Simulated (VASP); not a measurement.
Al4P:

```
CELL_PARAMETERS angstrom
-2.11319 2.11319 5.07016
2.11319 -2.11319 5.07016
2.11319 2.11319 -5.07016
ATOMIC_POSITIONS crystal
Al 0.75000 0.25000 0.50000
Al 0.61779 0.61779 0.00000
Al 0.38221 0.38221 0.00000
Al 0.25000 0.75000 0.50000
P 0.00000 0.00000 0.00000
```

```yaml
Program: VASP 6.6.1
Task: relaxation of cell and atoms
Functional: PBE
Potentials_or_basis: VASP PAW PBE potentials, release 64 (Al, P)
Cutoff: 600 eV
k_mesh: 6 × 6 × 6
Occupations: gaussian, width 0.1 eV
Spin: no spin polarisation
```

At the start: pressure 7.3 GPa; volume 18.11 Å³/atom.

**Question.** How do energy, volume and symmetry change on relaxing?

**Answer.** Over 14 steps the energy falls by 333.8 meV/atom and the volume is 18.16 Å³/atom (+0.2 %); space group I4/mmm (No. 139, to 0.05 Å).

Step by step:
| step | energy change (eV) | largest force (eV/Å) | pressure (GPa) | volume (Å³) |
| --- | --- | --- | --- | --- |
| 1 | 0.0000 | 1.1673 | 7.33 | 90.56 |
| 2 | -0.4987 | 0.5405 | -1.94 | 101.74 |
| 3 | -0.5104 | 0.4116 | -3.45 | 104.33 |
| 4 | -0.8111 | 0.3331 | -3.75 | 102.02 |
| 5 | -1.5754 | 0.2210 | -1.83 | 93.23 |
| 6 | -1.6257 | 0.2606 | 1.78 | 88.38 |
| 7 | -0.1986 | 1.3623 | 19.63 | 77.54 |
| 8 | -1.6199 | 0.4420 | 2.31 | 87.91 |
| 9 | -1.6175 | 0.4753 | 2.75 | 87.50 |
| 10 | -1.5725 | 0.0996 | -0.76 | 93.12 |
| 11 | -1.6610 | 0.2501 | 0.72 | 90.12 |
| 12 | -1.6673 | 0.0098 | -0.34 | 91.26 |
| 13 | -1.6681 | 0.0709 | -0.07 | 90.96 |
| 14 | -1.6689 | 0.0081 | 0.04 | 90.78 |

Final structure:
```
Al P
1.0
    -1.77904    1.77904    7.17091
     1.77904   -1.77904    7.17091
     1.77904    1.77904   -7.17091
Al P
4 1
Cartesian
  0.0000 1.7790 3.5855
  0.0000 0.0000 8.4855
  0.0000 0.0000 5.8563
  1.7790 0.0000 3.5855
  0.0000 0.0000 0.0000
```
